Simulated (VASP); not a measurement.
Runs of VASP 6.6.1 on InSb. It takes space group P6_3/mmc (No. 194, hexagonal). The conventional cell has a = 5.030 Å, b = 5.030 Å, c = 6.206 Å, α = 90.00°, β = 90.00°, γ = 120.00°. In (site symmetry -6m2) has 5 Sb at 2.90 to 3.10 Å within 3.8 Å. Sb (site symmetry -6m2) has 5 In at 2.90 to 3.10 Å within 3.8 Å. 

```tsv
level	k mesh	smearing	gap on the mesh (eV)	pressure (GPa)
PBE	4 × 4 × 4	fermi-dirac 0.02 eV	none	1.2
PBE	6 × 6 × 4	methfessel-paxton 0.5 eV	none	1.3
PBEsol	6 × 6 × 4	fermi-dirac 0.02 eV	none	-0.9
PBE	6 × 6 × 4	methfessel-paxton 0.05 eV	none	1.3
PBE	6 × 6 × 4	gaussian 0.2 eV	none	1.3
PBE	3 × 3 × 3	fermi-dirac 0.02 eV	none	(a)
```

Alike in all rows: task single point; potentials or basis VASP PAW PBE potentials, release 64 (In_d, Sb); no spin polarisation; cell as given; cutoff (eV) 500.

Task: Fill in the values left out.

Result: (a) 1.7.

Caveats: some runs use coarse meshes; spin-orbit coupling is left out, which moves the levels of the heavy elements; so wide a smearing shifts energies and pressures (at least some runs); the PAW data sets were made with another functional, which shifts forces and pressure a little (at least some runs); semilocal functionals underestimate gaps, and a narrow one can read as zero (at least some runs).

A k mesh can miss the band edges, and the runs leave out spin-orbit coupling on In, Sb.

A gap of «none» marks levels without a gap at the run's occupations.
